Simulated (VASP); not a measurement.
Rh, 1 atom in the cell. The structure is cubic, space group Fm-3m (No. 225). Conventional cell: a = 3.597 Å, b = 3.597 Å, c = 3.597 Å, α = 90.00°, β = 90.00°, γ = 90.00°. Rh (site symmetry m-3m) has 12 Rh at 2.54 Å within 3.4 Å. 

```yaml
Program: VASP 6.6.1
Task: single point
Functional: LDA
Potentials_or_basis: VASP PAW LDA potentials, release 64 (Rh_pv)
Cutoff: 520 eV
k_mesh: 22 × 22 × 22
Occupations: gaussian, width 0.15 eV
Spin: collinear spin, ferromagnetic start
Starting_moments: "[0.75] μB"
Fixed_moment: 0.75 μB
Dipole_correction: no
Further_INCAR_settings: ALGO = Normal; EDIFF = 1e-07; NBANDS = 18
```

Potentials or basis: VASP PAW LDA potentials, release 64 (Rh_pv).

Launch:

```sh
$ cat potpaw_LDA.64/Rh_pv/POTCAR > POTCAR
$ mpirun -np 1 vasp_std > vasp.out
```

Hardware: 1 thread of Intel(R) Xeon(R) Platinum 8488C (Sapphire Rapids), on a shared host.

Task: How long does it take, and how much memory?

Result: Run time: 82 s on 1 thread of Intel(R) Xeon(R) Platinum 8488C (Sapphire Rapids) (shared host), peak memory 0.2 GiB. Counts: scf iterations 13, k points 328.
